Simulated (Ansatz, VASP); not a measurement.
## Two plane-wave programs on Si5N

```
Si N
1.0
     4.97886    0.00000    0.00000
    -2.48943    4.31182    0.00000
     0.00000    0.00000    4.07560
Si N
5 1
Cartesian
  2.4894 0.0000 2.0378
  1.2447 2.1559 2.0378
  -1.2447 2.1559 2.0378
  0.0000 2.8745 0.0000
  2.4894 1.4373 0.0000
  0.0000 0.0000 0.0000
```

Change from the starting cell: species swapped into the YCu5 type (P6/mmm, No. 191).

Alike in both runs: task relaxation of cell and atoms; functional PBE; k mesh 6 × 6 × 4; occupations gaussian, width 0.1 eV; collinear spin.

|  | VASP | Ansatz |
| --- | --- | --- |
| version | VASP 6.6.1 | Ansatz 0.2.0 |
| potentials or method | VASP PAW PBE potentials, release 64 (Si, N), cutoff 600 eV | scalar-relativistic, plane waves, PAW |
| valence electrons in the cell | 25 | 25 |

|  | VASP | Ansatz | Ansatz less VASP |
| --- | --- | --- | --- |
| gap on the k mesh at the Fermi level, each at its own relaxed structure (eV) | none | none | - |
| net moment per atom (μB) | 0.29 | 0.29 | -0.002 |
| size of the moment on the site where the two differ most (μB) | 1.08 | 1.45 | +0.369 |
| relaxed volume (Å³/atom) | 15.25 | 15.23 | -0.020 |
| relaxed cell length with the largest relative difference (Å) | 4.764 | 4.759 | -0.0051 |

Site moments also hang on the region over which each program counts them. A gap of «none» marks a metal or a gap that the smearing closes.

The k mesh is coarse, so the values compare programs but aren't converged.
